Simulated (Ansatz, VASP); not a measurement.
## Al3Cu: VASP beside Ansatz

```
Al Cu
1.0
     3.92763    0.00000    0.00000
     0.00000    3.92763    0.00000
     0.00000    0.00000    3.92763
Al Cu
3 1
Direct
  0.00000 0.50000 0.50000
  0.50000 0.00000 0.50000
  0.50000 0.50000 0.00000
  0.00000 0.00000 0.00000
```

Alike in both runs: task single point; functional r2SCAN; k mesh 12 × 12 × 12; occupations gaussian, width 0.1 eV; no spin polarisation.

|  | VASP | Ansatz |
| --- | --- | --- |
| version | VASP 6.6.1 | Ansatz 0.2.0 |
| potentials or method | VASP PAW PBE potentials, release 64 (Al, Cu), cutoff 520 eV | scalar-relativistic, plane waves, PAW |
| valence electrons in the cell | 20 | 28 |

Ansatz gave:

```
gap on the k mesh at the Fermi level (eV) : none
pressure (GPa)                            : -2.9
```

Problem. Estimate VASP's values.

Solution. gap on the k mesh at the Fermi level (eV): none; pressure (GPa): -3.1.

VASP's potentials were made for PBE, not for r2SCAN. A gap of «none» marks a metal or a gap that the smearing closes. VASP's potentials hold 20 valence electrons a cell and Ansatz's 28, so a difference there can come from the potentials and not from the codes.
